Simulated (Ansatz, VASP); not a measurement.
# One calculation of WS2, two programs

```xyz
6
Lattice="3.1800 0.0000 0.0000 -1.5900 2.7540 0.0000 0.0000 0.0000 12.5000" Properties=species:S:1:pos:R:3 pbc="T T T"
W     1.5900    0.9180    9.3750
W     0.0000    1.8360    3.1250
S     1.5900    0.9180    4.6875
S     0.0000    1.8360   10.9375
S     1.5900    0.9180    1.5625
S     0.0000    1.8360    7.8125
```

Alike in both runs: task single point; functional LDA; k mesh 9 × 9 × 2; occupations gaussian, width 0.02 eV; no spin polarisation.

|  | VASP | Ansatz |
| --- | --- | --- |
| version | VASP 6.6.1 | Ansatz 0.2.0 |
| potentials or method | VASP PAW LDA potentials, release 64 (W_sv, S), cutoff 520 eV | scalar-relativistic, plane waves, PAW |
| valence electrons in the cell | 52 | 52 |

```csv
,VASP,Ansatz,Ansatz less VASP
rms of the force components (eV/Å),0.147,0.169,+0.0218
```

LDA's correlation is that of Perdew and Zunger in VASP and of Perdew and Wang (1992) in Ansatz. Atom by atom the forces differ by 0.022 eV/Å (rms over components).

Neither program's run includes spin-orbit coupling.
